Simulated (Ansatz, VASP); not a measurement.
**Be2Cd2S in VASP and in Ansatz**

```
Be Cd S
1.0
     3.37920    0.00000    0.00000
     0.00000    3.37920    0.00000
     0.00000    0.00000    7.81895
Be Cd S
2 2 1
Cartesian
  1.6896 0.0000 5.8268
  0.0000 1.6896 5.8268
  1.6896 1.6896 7.7547
  0.0000 0.0000 1.6820
  0.0000 0.0000 4.5616
```

Change from the starting cell: the structure that the rattled cell fell into.

Alike in both runs: functional PBE; k mesh 12 × 12 × 6; occupations gaussian, width 0.1 eV; no spin polarisation.

Ansatz relaxed the structure, and its values are those at the end. VASP's run is a single point on that final structure, the one shown.

|  | VASP | Ansatz |
| --- | --- | --- |
| version | VASP 6.6.1 | Ansatz 0.2.0 |
| potentials or method | VASP PAW PBE potentials, release 64 (Be, Cd, S), cutoff 520 eV | scalar-relativistic, plane waves, PAW |
| valence electrons in the cell | 34 | 50 |

Ansatz gave:

- gap on the k mesh at the Fermi level (eV): none
- pressure (GPa): 0.0
- rms of the force components (eV/Å): 0.001

Problem. Estimate VASP's values.

Solution. gap on the k mesh at the Fermi level (eV): none; pressure (GPa): 0.2; rms of the force components (eV/Å): 0.005.

A gap of «none» marks a metal or a gap that the smearing closes. The functional is the same, so the differences come from potentials, cutoffs and numerics. VASP's potentials hold 34 valence electrons a cell and Ansatz's 50, so a difference there can come from the potentials and not from the codes.
